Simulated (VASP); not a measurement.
Runs of VASP 6.6.1 on Cu3O2. The structure is that of space group I4/mmm (No. 139), or close to it. The cells are those of the table. 

```csv
cell,gap on the mesh (eV),pressure (GPa)
"a = 4.610 Å, angles 129.3, 129.3, 74.5°, 5 atoms",none,7.2
"a = 4.645 Å, angles 128.6, 128.6, 75.6°, 5 atoms",none,(a)
"a = 4.510 Å, angles 126.4, 126.4, 79.2°, 5 atoms",none,16.0
"a = 4.706 Å, angles 129.9, 129.9, 73.6°, 5 atoms",none,-0.8
"a = 4.568 Å, angles 127.7, 127.7, 77.1°, 5 atoms",none,(b)
```

Alike in all rows: task single point; level PBE; potentials or basis VASP PAW PBE potentials, release 64 (Cu, O); no spin polarisation; k mesh 14 × 14 × 14; cutoff (eV) 520; smearing gaussian 0.15 eV.

Q: Estimate the missing entries.

A: (a) 2.7; (b) 9.5.

Caveats: an odd number of electrons without spin polarisation forces a metal; a magnetic or distorted state may lie lower; the cell stands under pressure (at least some runs).

A gap of «none» marks levels without a gap at the run's occupations.
